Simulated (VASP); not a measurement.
Runs of VASP 6.6.1 on Fe. The structure is that of space group Fd-3m (No. 227), or close to it. The cells are those of the table. 

| task | cell | k mesh | cutoff (eV) | gap on the mesh (eV) | pressure (GPa) |
| --- | --- | --- | --- | --- | --- |
| relaxation of cell and atoms | relaxed from a = 3.556 Å, angles 60.0°, 2 atoms | 11 × 11 × 11 | 600 | none | 0.0 |
| single point | a = 3.522 Å, angles 60.0°, 2 atoms | 12 × 12 × 12 | 520 | none | -6.0 |
| single point | a = 3.430 Å, angles 60.0°, 2 atoms | 12 × 12 × 12 | 520 | none | (a) |
| single point | a = 3.332 Å, angles 60.0°, 2 atoms | 12 × 12 × 12 | 520 | none | 21.4 |
| single point | a = 3.477 Å, angles 60.0°, 2 atoms | 18 × 18 × 18 | 520 | none | -1.2 |

Alike in all rows: level RPBE; potentials or basis VASP PAW PBE potentials, release 64 (Fe); no spin polarisation; smearing fermi-dirac 0.1 eV.

**Question.** Fill in the values left out.

**Answer.** (a) 4.8.

Caveats: the PAW data sets were made with another functional, which shifts forces and pressure a little; the run has no spin polarisation, though such a crystal can be magnetic.

A gap of «none» marks levels without a gap at the run's occupations.
